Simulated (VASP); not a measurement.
Input of a VASP 6.6.1 run:

POSCAR

```
SnSe
1.0
    5.0997223639      0.0000000000      0.0000000000
   -2.5498611819      4.4164891194      0.0000000000
    0.0000000000      0.0000000000      6.1245278615
Sn Se
2 2
Direct
    0.3333333333      0.6666666667      0.2500000000
    0.6666666667      0.3333333333      0.7500000000
    0.6666666667      0.3333333333      0.2500000000
    0.3333333333      0.6666666667      0.7500000000
```

INCAR.step1

```
SYSTEM = SnSe
  PREC = Accurate
  ENCUT = 600
  ISMEAR = -1
  SIGMA = 0.02
  LREAL = .FALSE.
  LASPH = .TRUE.
  NELM = 100
  GGA = PE
  ALGO = Normal
  EDIFF = 1E-4
  LWAVE = .TRUE.
  LCHARG = .FALSE.
```

The input INCAR.step2:

```
SYSTEM = SnSe
  PREC = Accurate
  ENCUT = 600
  EDIFF = 1E-7
  ISMEAR = -1
  SIGMA = 0.02
  LREAL = .FALSE.
  LASPH = .TRUE.
  NELM = 100
  ALGO = Normal
  ISIF = 3
  LWAVE = .FALSE.
  LCHARG = .FALSE.
  METAGGA = R2SCAN
  LMIXTAU = .TRUE.
  IBRION = 2
  NSW = 80
  EDIFFG = -0.005
  ISTART = 1
```

KPOINTS

```
Automatic mesh
0
G
  6 6 4
  0 0 0
```

Potentials or basis: VASP PAW PBE potentials, release 64 (Sn_d, Se).

Run with:

```bash
$ cat potpaw_PBE.64/Sn_d/POTCAR potpaw_PBE.64/Se/POTCAR > POTCAR
$ cp INCAR.step1 INCAR
$ mpirun -np 1 vasp_std > vasp.out
$ cp INCAR.step2 INCAR
$ mpirun -np 1 vasp_std > vasp.out
```

(1) Estimate the band gap on the k mesh.

(2) Estimate the relaxed cell.

Results:

(1) 0.58 eV.

(2) a = 5.065 Å, b = 5.065 Å, c = 6.073 Å, α = 90.00°, β = 90.00°, γ = 120.00°.

Caveat: semilocal functionals underestimate gaps, and a narrow one can read as zero; spin-orbit coupling is left out, which moves the levels of the heavy elements.
